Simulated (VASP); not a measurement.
Here is a VASP 6.6.1 calculation.

File INCAR:

```
SYSTEM = AgCl
PREC = Accurate
ENCUT = 520
EDIFF = 1E-6
ISMEAR = -1
SIGMA = 0.02
LREAL = .False.
LASPH = .True.
NELM = 100
ALGO = Normal
ISIF = 2
LWAVE = .False.
LCHARG = .True.
GGA = PE
LELF = .True.
LVHAR = .True.
NBANDS = 16
```

The input KPOINTS:

```
Automatic mesh
0
Gamma
  8 8 8
  0 0 0
```

The input POSCAR:

```
AgCl
1.0
    0.0000000000      2.6345246234      2.9543391351
    2.6345246234      0.0000000000      2.9543391351
    2.6345246234      2.6345246234      0.0000000000
Ag Cl
1 1
Direct
    0.0000000000      0.0000000000      0.0000000000
    0.5000000000      0.5000000000      0.5000000000
```

Potentials or basis: VASP PAW PBE potentials, release 64 (Ag, Cl).

The run is started by

```bash
$ cat potpaw_PBE.64/Ag/POTCAR potpaw_PBE.64/Cl/POTCAR > POTCAR
$ mpirun -np 1 vasp_std > vasp.out
```

(1) What does it give for the band gap on the k mesh?

(2) Predict the pressure.

Answers

(1) 0.58 eV (least direct gap 3.34 eV).

(2) 5.0 GPa.

Caveat: the cell differs from its parent crystal (epitaxial xy strain -5.0%); the cell stands under pressure; semilocal functionals underestimate gaps, and a narrow one can read as zero.
